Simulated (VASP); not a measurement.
# Re (P6/mmm) in VASP: a series of runs, part 2 of 2

VASP 6.6.1. The steps go on from the part before.

## Step 3: Single point, PBEsol (13.01 Å³/atom)

This run uses another cell than the first one, of 13.01 Å³/atom.

INCAR

```
SYSTEM = Re
ALGO     = Normal         ! electronic algorithm
EDIFF    = 1E-6           ! SCF threshold, eV
ENCUT    = 520            ! plane-wave cutoff, eV
GGA      = PS             ! functional
ISIF     = 2              ! what is computed and relaxed
ISMEAR   = -1             ! smearing method
LASPH    = .True.         ! aspherical terms in the spheres
LCHARG   = .True.         ! write CHGCAR
LELF     = .True.         ! ELF
LREAL    = .False.        ! projectors in reciprocal space
LVHAR    = .True.       
LWAVE    = .False.        ! write WAVECAR
NBANDS   = 18             ! bands
NELM     = 60             ! most SCF steps
PREC     = Accurate       ! precision mode
SIGMA    = 0.1            ! smearing width, eV
```

KPOINTS

```
k-points
0
Gamma
  10 10 13
  0 0 0
```

POSCAR

```
Re
1.0
    4.1602771070      0.0000000000      0.0000000000
   -2.0801385535      3.6029056614      0.0000000000
    0.0000000000      0.0000000000      2.6044008865
Re
3
Direct
    0.0000000000      1.0000000000      1.0000000000
    0.3333333333      0.6666666667      0.5000000000
    0.6666666667      0.3333333333      0.5000000000
```

Potentials or basis: VASP PAW PBE potentials, release 64 (Re).

The run is started by

```bash
cat potpaw_PBE.64/Re/POTCAR > POTCAR
mpirun -np 1 vasp_std > vasp.out
```

Run time: 68 s. Hardware: 1 thread of Intel Xeon 8259CL, shared host; peak memory 0.19 GiB.

Results (log left out):

```yaml
Free_energy: -38.6519 eV
Pressure: 64.3 GPa
Band_gap_on_the_k_mesh: zero (an odd number of electrons rules out a gap without spin polarisation)
```

Stress tensor (GPa, compression positive):
```
66.09  0.00  0.00
 0.00 66.09  0.00
 0.00  0.00 60.71
```

Levels at points of the mesh, in eV from the Fermi level:
```tsv
k point	band 8	band 9	band 10	band 11	band 12	band 13	band 14	band 15
(0.00, 0.00, 0.00)	-2.33	-1.05	-1.05	-0.08	-0.08	-0.01	-0.01	5.33
(0.50, 0.00, 0.00)	-2.14	-1.90	0.30	0.34	1.40	2.50	3.69	3.73
```

Caveat: the stress differs along the axes, from 61 to 66 GPa; the PAW data sets were made with another functional, which shifts forces and pressure a little; spin-orbit coupling is left out, which moves the levels of the heavy elements.

## Step 4: Single point, PBEsol (13.60 Å³/atom)

This run uses another cell than the first one, of 13.60 Å³/atom.

INCAR

```
SYSTEM = Re
ALGO = Normal ; EDIFF = 1E-7
ENCUT = 520 ; GGA = PS
ISIF = 2 ; ISMEAR = -1
LASPH = .TRUE. ; LCHARG = .FALSE.
LREAL = .FALSE. ; LWAVE = .FALSE.
NBANDS = 18 ; NELM = 60
PREC = Accurate ; SIGMA = 0.1
```

KPOINTS

```
k-points
0
G
  10 10 13
  0 0 0
```

POSCAR

```
Re
1.0
    4.2223799509      0.0000000000      0.0000000000
   -2.1111899755      3.6566883019      0.0000000000
    0.0000000000      0.0000000000      2.6432782733
Re
3
Direct
    0.0000000000      1.0000000000      1.0000000000
    0.3333333333      0.6666666667      0.5000000000
    0.6666666667      0.3333333333      0.5000000000
```

The run is started by

```bash
cat potpaw_PBE.64/Re/POTCAR > POTCAR
mpirun -np 1 vasp_std > vasp.out
```

Wall time 93 s (1 thread of Intel Xeon 8259CL, shared host); peak memory 0.2 GiB.

Results (log left out):

- Free energy: -39.2140 eV
- Pressure: 38.0 GPa
- Band gap on the k mesh: zero (an odd number of electrons rules out a gap without spin polarisation)

Stress tensor (GPa, compression positive):
```
39.00  0.00  0.00
 0.00 39.00  0.00
 0.00  0.00 35.91
```

Levels at points of the mesh, in eV from the Fermi level:
```
           k point  band 7  band 8  band 9  band 10  band 11  band 12  band 13  band 14  band 15  band 16
(0.00, 0.00, 0.00)   -3.12   -2.18   -0.96    -0.96    -0.03    -0.03     0.04     0.04     5.00     5.00
(0.50, 0.00, 0.00)   -2.87   -2.03   -1.75     0.32     0.35     1.24     2.36     3.48     3.51     3.58
```

Caveat: the cell stands under pressure; the PAW data sets were made with another functional, which shifts forces and pressure a little; spin-orbit coupling is left out, which moves the levels of the heavy elements.

## Step 5: Single point, PBEsol (14.20 Å³/atom)

This run uses another cell than the first one, of 14.20 Å³/atom.

INCAR

```
ALGO = Normal
EDIFF = 1E-6
ENCUT = 520
GGA = PS
ISIF = 2
ISMEAR = -1
LASPH = True
LCHARG = False
LREAL = False
LWAVE = False
NBANDS = 18
NELM = 100
PREC = Accurate
SIGMA = 0.1
```

KPOINTS

```
k-points
0
Gamma
  10 10 13
```

POSCAR

```
Re
1.0
    4.2827078151      0.0000000000      0.0000000000
   -2.1413539076      3.7089337649      0.0000000000
    0.0000000000      0.0000000000      2.6810444939
Re
3
Direct
    0.0000000000      1.0000000000      1.0000000000
    0.3333333333      0.6666666667      0.5000000000
    0.6666666667      0.3333333333      0.5000000000
```

Potentials or basis: VASP PAW PBE potentials, release 64 (Re).

The run is started by

```bash
cat potpaw_PBE.64/Re/POTCAR > POTCAR
mpirun -np 1 vasp_std > vasp.out
```

OUTCAR:

```text
EDIFF = 1E-6
   ENCUT = 520
   GGA = PS
   ISIF = 2
   ISMEAR = -1
   LASPH = True
   LREAL = False
   NELM = 100
   PREC = Accurate

 ion  position               nearest neighbor table
   1  0.000  0.000  0.000-   2 2.81   3 2.81   2 2.81   3 2.81   3 2.81   3 2.81   2 2.81   2 2.81
                             3 2.81   3 2.81   2 2.81   2 2.81
   2  0.333  0.667  0.500-   3 2.47   3 2.47   3 2.47   1 2.81   1 2.81   1 2.81   1 2.81   1 2.81
                             1 2.81
   3  0.667  0.333  0.500-   2 2.47   2 2.47   2 2.47   1 2.81   1 2.81   1 2.81   1 2.81   1 2.81
                             1 2.81

[... 703 lines left out ...]
  --------------------------------------------------------------------------------------
  -------------------------------------------------------------------------------------
  Total        4.5642625      4.5642625      4.2530452     -0.0000000      0.0000000      0.0000000
  in kB      171.7155595    171.7155595    160.0070178     -0.0000000      0.0000000      0.0000000
  external PRESSURE =     167.8127123 kB  Pullay stress =       0.0000000 kB

 VOLUME and BASIS-vectors are now :
 -----------------------------------------------------------------------------
  energy-cutoff  :      520.00
  volume of cell :       42.59
      direct lattice vectors                 reciprocal lattice vectors
     4.282707815  0.000000000  0.000000000     0.233497134  0.134809633  0.000000000
    -2.141353908  3.708933765  0.000000000     0.000000000  0.269619266  0.000000000
     0.000000000  0.000000000  2.681044494     0.000000000  0.000000000  0.372988961

 POSITION                                       TOTAL-FORCE (eV/Angst)
 -----------------------------------------------------------------------------------
      0.00000      0.00000      0.00000        -0.000000      0.000000      0.000000
     -0.00000      2.47262      1.34052         0.000000      0.000000     -0.000000
      2.14135      1.23631      1.34052        -0.000000      0.000000      0.000000
 -----------------------------------------------------------------------------------
    total drift:                               -0.000000      0.000000      0.000000

  FREE ENERGIE OF THE ION-ELECTRON SYSTEM (eV)
  ---------------------------------------------------
  free  energy   TOTEN  =       -39.5141530890 eV

  energy  without entropy=      -39.4502478463  energy(sigma->0) =      -39.48220047
```

OSZICAR:

```text
N       E                     dE             d eps       ncg     rms          rms(c)
DAV:   1     0.727389473328E+02    0.72739E+02   -0.98036E+03  6788   0.141E+03
DAV:   2    -0.330817606833E+02   -0.10582E+03   -0.96842E+02  6554   0.413E+02
DAV:   3    -0.410958882135E+02   -0.80141E+01   -0.68840E+01  5748   0.225E+02
DAV:   4    -0.415397574186E+02   -0.44387E+00   -0.42316E+00  5920   0.369E+01
DAV:   5    -0.415573381636E+02   -0.17581E-01   -0.17323E-01  5854   0.575E+00    0.586E+01
DAV:   6    -0.400814671332E+02    0.14759E+01   -0.16019E+00  6856   0.291E+01    0.264E+01
DAV:   7    -0.397131451393E+02    0.36832E+00   -0.20905E+00  6928   0.338E+01    0.412E+00
DAV:   8    -0.395240044632E+02    0.18914E+00   -0.81459E-01  6850   0.204E+01    0.113E+00
DAV:   9    -0.395144776178E+02    0.95268E-02   -0.26649E-02  6270   0.221E+00    0.133E-01
DAV:  10    -0.395141903038E+02    0.28731E-03   -0.10186E-03  6322   0.452E-01    0.854E-02
DAV:  11    -0.395141517053E+02    0.38598E-04   -0.10164E-04  5980   0.139E-01    0.329E-02
DAV:  12    -0.395141526512E+02   -0.94584E-06   -0.10202E-05  4504   0.730E-02    0.115E-02
DAV:  13    -0.395141530890E+02   -0.43786E-06   -0.76092E-07  2234   0.261E-02
   1 F= -.39514153E+02 E0= -.39482200E+02  d E =-.639052E-01
```

It took 91 s on 1 thread of Intel Xeon 8259CL, shared host; peak memory 0.2 GiB.

What came out:

| Item | Value |
| --- | --- |
| Free energy | -39.5142 eV |
| Pressure | 16.8 GPa |
| Band gap on the k mesh | zero (an odd number of electrons rules out a gap without spin polarisation) |

Caveat: the cell stands under pressure; the PAW data sets were made with another functional, which shifts forces and pressure a little; spin-orbit coupling is left out, which moves the levels of the heavy elements.

## Step 6: Summary

```tsv
cell	k mesh	gap on the mesh (eV)	pressure (GPa)
a = 4.341, b = 4.341, c = 2.718 Å, angles 90.0, 90.0, 120.0°, 3 atoms	8 × 8 × 12	none	-0.3
a = 4.160, b = 4.160, c = 2.604 Å, angles 90.0, 90.0, 120.0°, 3 atoms	10 × 10 × 13	none	64.3
a = 4.222, b = 4.222, c = 2.643 Å, angles 90.0, 90.0, 120.0°, 3 atoms	10 × 10 × 13	none	38.0
a = 4.283, b = 4.283, c = 2.681 Å, angles 90.0, 90.0, 120.0°, 3 atoms	10 × 10 × 13	none	16.8
```

Alike in all rows: task single point; level PBEsol; potentials or basis VASP PAW PBE potentials, release 64 (Re); no spin polarisation; cutoff (eV) 520; smearing fermi-dirac 0.1 eV.

Caveats: the PAW data sets were made with another functional, which shifts forces and pressure a little; spin-orbit coupling is left out, which moves the levels of the heavy elements; the cell stands under pressure (at least some runs); the stress differs along the axes, from 61 to 66 GPa (at least some runs).

Total energies depend on the potentials used, so only differences within one code and one set of settings carry meaning.
